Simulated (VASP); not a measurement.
A run of VASP 6.6.1:

The input INCAR:

```
PREC     = Accurate       # precision mode
ENCUT    = 500            # plane-wave cutoff, eV
EDIFF    = 1E-6           # SCF threshold, eV
ISMEAR   = 0              # smearing method
SIGMA    = 0.1            # smearing width, eV
LREAL    = F              # projectors in reciprocal space
LASPH    = T              # aspherical terms in the spheres
NELM     = 120            # most SCF steps
ALGO     = Normal         # electronic algorithm
ISIF     = 2              # what is computed and relaxed
LWAVE    = F              # write WAVECAR
LCHARG   = F              # write CHGCAR
GGA      = PE             # functional
NBANDS   = 23             # bands
GGA_COMPAT= F
```

KPOINTS

```
regular mesh
0
Gamma
  4 4 4
```

The input POSCAR:

```
ZnSe3
1.0
   -2.7291723793      2.7291723793      2.8160422674
    2.7291723793     -2.7291723793      2.8160422674
    2.7291723793      2.7291723793     -2.8160422674
Zn Se
1 3
Direct
    0.5000000000      0.5000000000      0.0000000000
    0.5000000000      0.0000000000      0.5000000000
    0.0000000000      0.5000000000      0.5000000000
    0.0000000000      0.0000000000      0.0000000000
```

Potentials or basis: VASP PAW PBE potentials, release 64 (Zn, Se).

Run with:

```sh
$ cat potpaw_PBE.64/Zn/POTCAR potpaw_PBE.64/Se/POTCAR > POTCAR
$ mpirun -np 1 vasp_std > vasp.out
```

Hardware: 1 thread of Intel(R) Xeon(R) Platinum 8559C (Emerald Rapids), on a shared host.

Q: Estimate the wall time of this run.

A: Run time: 14 s on 1 thread of Intel(R) Xeon(R) Platinum 8559C (Emerald Rapids), on a shared host, peak memory 0.2 GiB. Counts: scf iterations 13, k points 13.
